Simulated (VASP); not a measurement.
# Cr (Fd-3m) in VASP: further runs, part 2 of 3

VASP 6.6.1.

### 3 Single point, revPBE, collinear spin, antiferromagnetic start (21.39 Å³/atom)

This run uses another cell than the first one, of 21.39 Å³/atom.

The input, INCAR:

```
PREC     = Accurate       # precision mode
ENCUT    = 520            # plane-wave cutoff, eV
EDIFF    = 1E-6           # SCF threshold, eV
ISMEAR   = -1             # smearing method
SIGMA    = 0.05           # smearing width, eV
LREAL    = F              # projectors in reciprocal space
LASPH    = T              # aspherical terms in the spheres
NELM     = 150            # most SCF steps
ALGO     = Normal         # electronic algorithm
ISIF     = 2              # what is computed and relaxed
LWAVE    = F              # write WAVECAR
LCHARG   = F              # write CHGCAR
ISPIN    = 2              # spin polarisation
MAGMOM   = 2.902 -2.902   # initial moments
LORBIT   = 11             # projections on sites
LMAXMIX  = 4              # l up to which the mixer works
GGA      = RE             # functional
NBANDS   = 23             # bands
```

The input, KPOINTS:

```
regular mesh
0
Gamma
  11 11 11
```

The input, POSCAR:

```
Cr
1.0
    0.0000000000      2.7760404793      2.7760404793
    2.7760404793      0.0000000000      2.7760404793
    2.7760404793      2.7760404793      0.0000000000
Cr
2
Direct
    0.1250000000      0.1250000000      0.1250000000
    0.8750000000      0.8750000000      0.8750000000
```

Potentials or basis: VASP PAW PBE potentials, release 64 (Cr_pv).

Launch:

```sh
cat potpaw_PBE.64/Cr_pv/POTCAR > POTCAR
mpirun -np 1 vasp_std > vasp.out
```

Wall time 57 s (1 thread of Intel Xeon Platinum 8559C (Emerald Rapids), shared host); peak memory 0.23 GiB.

Results (log left out):

| Item | Value |
| --- | --- |
| Free energy | -14.6512 eV |
| Pressure | 0.1 GPa |
| Band gap on the k mesh | zero (filled and empty bands overlap) |
| Net moment | 0.00 μB per cell |
| Site moments | Cr +3.14, -3.14 μB |
| Valence electrons inside the program's atomic spheres | Cr 10.80 |

Levels at points of the mesh, in eV from the Fermi level:
Spin up:
| k point | band 9 | band 10 | band 11 | band 12 | band 13 | band 14 | band 15 | band 16 |
| --- | --- | --- | --- | --- | --- | --- | --- | --- |
| (0.00, 0.00, 0.00) | -0.98 | -0.94 | -0.94 | -0.94 | 1.95 | 1.95 | 1.95 | 3.51 |
Spin down:
```csv
k point,band 8,band 9,band 10,band 11,band 12,band 13,band 14,band 15,band 16,band 17
"(0.00, 0.00, 0.00)",-0.98,-0.98,-0.94,-0.94,-0.94,1.95,1.95,1.95,3.51,3.51
```

Caveat: an empty level that is flat over the whole mesh can mark a ghost state of the potentials, or a narrow d or f band; the antiferromagnetic order is the one typed at the start, and another may lie lower; the PAW data sets were made with another functional, which shifts forces and pressure a little.

### 4 Single point, revPBE, collinear spin, antiferromagnetic start (22.25 Å³/atom)

This run uses another cell than the first one, of 22.25 Å³/atom.

The input, INCAR:

```
SYSTEM = Cr
PREC     = Accurate       ! precision mode
ENCUT    = 520            ! plane-wave cutoff, eV
EDIFF    = 1E-7           ! SCF threshold, eV
ISMEAR   = -1             ! smearing method
SIGMA    = 0.05           ! smearing width, eV
LREAL    = .False.        ! projectors in reciprocal space
LASPH    = .True.         ! aspherical terms in the spheres
NELM     = 150            ! most SCF steps
ALGO     = Normal         ! electronic algorithm
ISIF     = 2              ! what is computed and relaxed
LWAVE    = .False.        ! write WAVECAR
LCHARG   = .False.        ! write CHGCAR
ISPIN    = 2              ! spin polarisation
MAGMOM   = 2.902 -2.902   ! initial moments
LORBIT   = 11             ! projections on sites
LMAXMIX  = 4              ! l up to which the mixer works
GGA      = RE             ! functional
NBANDS   = 23             ! bands
```

The input, KPOINTS:

```
regular mesh
0
Gamma
  11 11 11
  0 0 0
```

The input, POSCAR:

```
Cr
1.0
    0.0000000000      2.8125715170      2.8125715170
    2.8125715170      0.0000000000      2.8125715170
    2.8125715170      2.8125715170      0.0000000000
Cr
2
Direct
    0.1250000000      0.1250000000      0.1250000000
    0.8750000000      0.8750000000      0.8750000000
```

Potentials or basis: VASP PAW PBE potentials, release 64 (Cr_pv).

Launch:

```sh
cat potpaw_PBE.64/Cr_pv/POTCAR > POTCAR
mpirun -np 1 vasp_std > vasp.out
```

OUTCAR:

```text
SYSTEM = Cr
   PREC = Accurate
   ENCUT = 520
   EDIFF = 1E-7
   ISMEAR = -1
   LREAL = .False.
   LASPH = .True.
   NELM = 150
   ISIF = 2
   ISPIN = 2
   LORBIT = 11
   GGA = RE

 ion  position               nearest neighbor table
   1  0.125  0.125  0.125-   2 2.44   2 2.44   2 2.44   2 2.44
   2  0.875  0.875  0.875-   1 2.44   1 2.44   1 2.44   1 2.44

  LATTYP: Found a face centered cubic cell.
 ALAT       =     5.6251430340

  Lattice vectors:

 A1 = (   0.0000000000,   2.8125715170,   2.8125715170)
 A2 = (   2.8125715170,   0.0000000000,   2.8125715170)
 A3 = (   2.8125715170,   2.8125715170,   0.0000000000)

Analysis of symmetry for initial positions (statically):
=====================================================================
 Subroutine PRICEL returns:
 Original cell was already a primitive cell.

 Routine SETGRP: Setting up the symmetry group for a
 face centered cubic supercell.

 Subroutine GETGRP returns: Found 48 space group operations
 (whereof 12 operations were pure point group operations)
 out of a pool of 48 trial point group operations.

The static configuration has the point symmetry D_3d.
 The point group associated with its full space group is O_h .

Analysis of symmetry for dynamics (positions and initial velocities):
=====================================================================
 Subroutine PRICEL returns:
 Original cell was already a primitive cell.

 Routine SETGRP: Setting up the symmetry group for a
 face centered cubic supercell.

 Subroutine GETGRP returns: Found 48 space group operations
 (whereof 12 operations were pure point group operations)
 out of a pool of 48 trial point group operations.

The dynamic configuration has the point symmetry D_3d.
 The point group associated with its full space group is O_h .

Analysis of structural, dynamic, and magnetic symmetry:
=====================================================================
 Subroutine PRICEL returns:
 Original cell was already a primitive cell.

 Routine SETGRP: Setting up the symmetry group for a
 face centered cubic supercell.

 Subroutine GETGRP returns: Found 48 space group operations
 (whereof 12 operations were pure point group operations)
 out of a pool of 48 trial point group operations.

The overall configuration has the point symmetry D_3d.
 The point group associated with its full space group is O_h .

 Subroutine INISYM returns: Found 48 space group operations
 (whereof 12 operations are pure point group operations),
 and found     1 'primitive' translations

----------------------------------------------------------------------------------------

                                     Primitive cell

  volume of cell :      44.4980

  direct lattice vectors                    reciprocal lattice vectors
     0.000000000  2.812571517  2.812571517    -0.177773257  0.177773257  0.177773257
     2.812571517  0.000000000  2.812571517     0.177773257 -0.177773257  0.177773257
     2.812571517  2.812571517  0.000000000     0.177773257  0.177773257 -0.177773257

  length of vectors
     3.977576784  3.977576784  3.977576784     0.307912314  0.307912314  0.307912314

  position of ions in fractional coordinates (direct lattice)
     0.125000000  0.125000000  0.125000000
     0.875000000  0.875000000  0.875000000

  ion indices of the primitive-cell ions
   primitive index   ion index
[... 64 lines left out ...]
 SYSTEM =  Cr
   PREC   = accura    normal or accurate (medium, high low for compatibility)
   ISTART =      0    job   : 0-new  1-cont  2-samecut
   ICHARG =      2    charge: 1-file 2-atom 10-const
   ISPIN  =      2    spin polarized calculation?
   LNONCOLLINEAR =      F non collinear calculations
   LSORBIT =      F    spin-orbit coupling
   LASPH  =      T    aspherical Exc in radial PAW
   ENCUT  =  520.0 eV  38.22 Ry    6.18 a.u.   7.40  7.40  7.40*2*pi/ulx,y,z
   NELM   =    150;   NELMIN=  2; NELMDL= -5     # of ELM steps
   EDIFF  = 0.1E-06   stopping-criterion for ELM
   LREAL  =      F    real-space projection
   EDIFFG = 0.1E-05   stopping-criterion for IOM
   NSW    =      0    number of steps for IOM
   IBRION =     -1    ionic relax: 0-MD 1-quasi-New 2-CG
   NFREE  =      0    steps in history (QN), initial steepest desc. (CG)
   ISIF   =      2    stress and relaxation
   ISYM   =      2    0-nonsym 1-usesym 2-fastsym
   POTIM  = 0.5000    time-step for ionic-motion
   TEBEG  =    0.0;   TEEND  =   0.0 temperature during run
   PSTRESS=    0.0 pullay stress
   NELECT =      24.0000    total number of electrons
   NUPDOWN=      -1.0000    fix difference up-down
   EMIN   =  10.00;   EMAX   =-10.00  energy-range for DOS
   EFERMI =   0.00;   METHOD = LEGACY
   ISMEAR =    -1;   SIGMA  =   0.05  broadening in eV -4-tet -1-fermi 0-gaus
   EFERMI_NEDOS =   21; number of points for ismear=-14 and -15
   IALGO  =     38    algorithm
   IMIX   =      4    mixing-type and parameters
     AMIX     =   0.40;   BMIX     =  1.00
     AMIX_MAG =   1.60;   BMIX_MAG =  1.00
  volume/ion in A,a.u.               =      22.25       150.14
  Fermi-wavevector in a.u.,A,eV,Ry     =   1.332595  2.518240 24.161372  1.775811
  Thomas-Fermi vector in A             =   2.461518
   LORBIT       =     11    0 simple, 1 ext, 2 COOP (PROOUT), +10 PAW based schemes
   GGA     = RE    functional components
   LHFCALC =     F    Hartree Fock is set to
   AEXX    =    0.0000 exact exchange contribution
   IVDW    =     0    specifies the selected vdW correction
   LEPSILON=     F    determine dielectric tensor
   LRPA    =     F    only Hartree local field effects (RPA)
 spin polarized calculation
  energy-cutoff  :      520.00
  volume of cell :       44.50
 maximum number of plane-waves:      1243
 NGX is ok and might be reduce to    30
   NGX = 15   NGY = 15   NGZ = 15

 number of electron      24.0000009 magnetization      -0.0000000

 number of electron      24.0000009 magnetization       0.0000000

 Free energy of the ion-electron system (eV)
  ---------------------------------------------------
  ext. energy  EPLUGINS =         0.00000000
  ---------------------------------------------------
  free energy    TOTEN  =       -14.64776383 eV

  energy without entropy =      -14.64019562  energy(sigma->0) =      -14.64397972

 E-fermi :   3.8696     XC(G=0):  -9.7049

 val. band max:        3.8394362787   @ k =  -0.2727   0.4545   0.1818
 cond. band min:       3.8779292594   @ k =  -0.3636   0.4545   0.0909
 fundamental gap:      0.0384929807
 Fermi energy:         3.8695768582

 spin component 1

 k-point     1 :       0.0000    0.0000    0.0000
  band No.  band energies     occupation
      1     -39.3198      1.00000
      2     -39.3198      1.00000
      3     -39.3198      1.00000
      4     -36.0754      1.00000
      5     -36.0754      1.00000
      6     -36.0754      1.00000
[... 613 lines left out ...]
     22      14.4908      0.00000
     23      15.3491      0.00000

 [... further k-points ...]

 spin component 2

 k-point     1 :       0.0000    0.0000    0.0000
  band No.  band energies     occupation
      1     -39.3198      1.00000
      2     -39.3198      1.00000
      3     -39.3198      1.00000
      4     -36.0754      1.00000
      5     -36.0754      1.00000
      6     -36.0754      1.00000
[... 613 lines left out ...]
     22      14.4908      0.00000
     23      15.3491      0.00000

 [... further k-points ...]
[... 5 lines left out ...]
  --------------------------------------------------------------------------------------
  -------------------------------------------------------------------------------------
  Total       -0.2307008     -0.2307008     -0.2307008     -0.0000000      0.0000000      0.0000000
  in kB       -8.3065170     -8.3065170     -8.3065170     -0.0000000      0.0000000      0.0000000
  external PRESSURE =      -8.3065170 kB  Pullay stress =       0.0000000 kB

 VOLUME and BASIS-vectors are now :
 -----------------------------------------------------------------------------
  energy-cutoff  :      520.00
  volume of cell :       44.50
      direct lattice vectors                 reciprocal lattice vectors
     0.000000000  2.812571517  2.812571517    -0.177773257  0.177773257  0.177773257
     2.812571517  0.000000000  2.812571517     0.177773257 -0.177773257  0.177773257
     2.812571517  2.812571517  0.000000000     0.177773257  0.177773257 -0.177773257

 POSITION                                       TOTAL-FORCE (eV/Angst)
 -----------------------------------------------------------------------------------
      0.70314      0.70314      0.70314        -0.000000     -0.000000     -0.000000
      4.92200      4.92200      4.92200         0.000000      0.000000      0.000000
 -----------------------------------------------------------------------------------
    total drift:                               -0.000000      0.000000      0.000000

  FREE ENERGIE OF THE ION-ELECTRON SYSTEM (eV)
  ---------------------------------------------------
  free  energy   TOTEN  =       -14.6477638336 eV

  energy  without entropy=      -14.6401956152  energy(sigma->0) =      -14.64397972

 total charge

# of ion       s       p       d       tot
------------------------------------------
    1        0.398   6.105   4.265  10.768
    2        0.398   6.105   4.265  10.768
--------------------------------------------------
tot          0.795  12.211   8.530  21.536

 magnetization (x)

# of ion       s       p       d       tot
------------------------------------------
    1        0.055  -0.044   3.218   3.229
    2       -0.055   0.044  -3.218  -3.229
--------------------------------------------------
tot          0.000   0.000   0.000   0.000
```

It took 65 s on 1 thread of Intel Xeon Platinum 8559C (Emerald Rapids), shared host; peak memory 0.23 GiB.

What came out:

* Free energy: -14.6478 eV
* Pressure: -0.8 GPa
* Band gap on the k mesh: zero (filled and empty bands overlap)
* Net moment: 0.00 μB per cell
* Site moments: Cr +3.23, -3.23 μB
* Valence electrons inside the program's atomic spheres: Cr 10.77

Levels at points of the mesh, in eV from the Fermi level:
Spin up:
```
           k point  band 10  band 11  band 12  band 13  band 14  band 15
(0.00, 0.00, 0.00)    -0.89    -0.89    -0.89     2.02     2.02     2.02
```
Spin down:
```
           k point  band 9  band 10  band 11  band 12  band 13  band 14  band 15  band 16
(0.00, 0.00, 0.00)   -0.90    -0.89    -0.89    -0.89     2.02     2.02     2.02     3.52
```

Caveat: an empty level that is flat over the whole mesh can mark a ghost state of the potentials, or a narrow d or f band; the antiferromagnetic order is the one typed at the start, and another may lie lower; the PAW data sets were made with another functional, which shifts forces and pressure a little.

[end of part 2 of 3]

The gap in the log of VASP goes by the Fermi energy; the results here count the filled bands.